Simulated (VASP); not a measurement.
# Lu: single point with BLYP+D3(BJ)

Crystal: Lu.

```
CELL_PARAMETERS angstrom
-2.04730 2.04730 2.04730
2.04730 -2.04730 2.04730
2.04730 2.04730 -2.04730
ATOMIC_POSITIONS crystal
Lu 0.00000 0.00000 0.00000
```

This cell differs from its parent crystal: volume scaled by 1.15.

```
Program                : VASP 6.6.1
Task                   : single point
Functional             : BLYP
Dispersion             : D3(BJ)
Potentials or basis    : VASP PAW PBE potentials, release 64 (Lu)
Cutoff                 : 520 eV
k mesh                 : 8 × 8 × 8
Occupations            : fermi-dirac, width 0.05 eV
Spin                   : non-collinear spin, zero start, spin-orbit coupling
Starting moments       : [[0.0, 0.0, 0.0]] μB
Dipole correction      : no
Further INCAR settings : ALGO = Normal; EDIFF = 1e-06; NBANDS = 36
```

- Pressure: -8.0 GPa
- Net moment: 0.00 μB per cell
- Valence electrons inside the program's atomic spheres: Lu 23.04
- Dispersion energy per atom: -0.738 eV

Moments on the atoms (μB; x, y, z):
```
Lu  0.00 0.00 0.00
```

It took 74 s on 1 thread of Intel(R) Xeon(R) Platinum 8375C CPU @ 2.90GHz (Ice Lake) (shared host), peak memory 0.28 GiB.

Caveat: three body term missing; the PAW data sets were made with another functional, which shifts forces and pressure a little.
